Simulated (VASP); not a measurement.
A run of VASP 6.6.1:

Contents of INCAR:

```
SYSTEM = Nb
  ALGO = Normal
  EDIFF = 1E-6
  EDIFFG = -0.01
  ENCUT = 600
  GGA = RP
  IBRION = 2
  ISIF = 3
  ISMEAR = -1
  IVDW = 12
  LASPH = .True.
  LCHARG = .False.
  LREAL = .False.
  LWAVE = .False.
  NELM = 100
  NSW = 60
  PREC = Accurate
  SIGMA = 0.05
```

File KPOINTS:

```
k-points
0
Gamma
  11 11 11
  0 0 0
```

The input POSCAR:

```
Nb
1.0
    0.0000000000      2.1150000000      2.1150000000
    2.1150000000      0.0000000000      2.1150000000
    2.1150000000      2.1150000000      0.0000000000
Nb
1
Direct
    0.0000000000      0.0000000000      0.0000000000
```

Potentials or basis: VASP PAW PBE potentials, release 64 (Nb_sv).

Run with:

```sh
$ cat potpaw_PBE.64/Nb_sv/POTCAR > POTCAR
$ mpirun -np 1 vasp_std > vasp.out
```

Hardware: 1 thread of AMD EPYC 9R45 96-Core Processor (Zen 5) (shared host).

Estimate the wall time of this run.

Wall time 29 s on 1 thread of AMD EPYC 9R45 96-Core Processor (Zen 5), with other jobs on the host, peak memory 0.14 GiB. Counts: scf iterations 52, k points 56, ion steps 5.
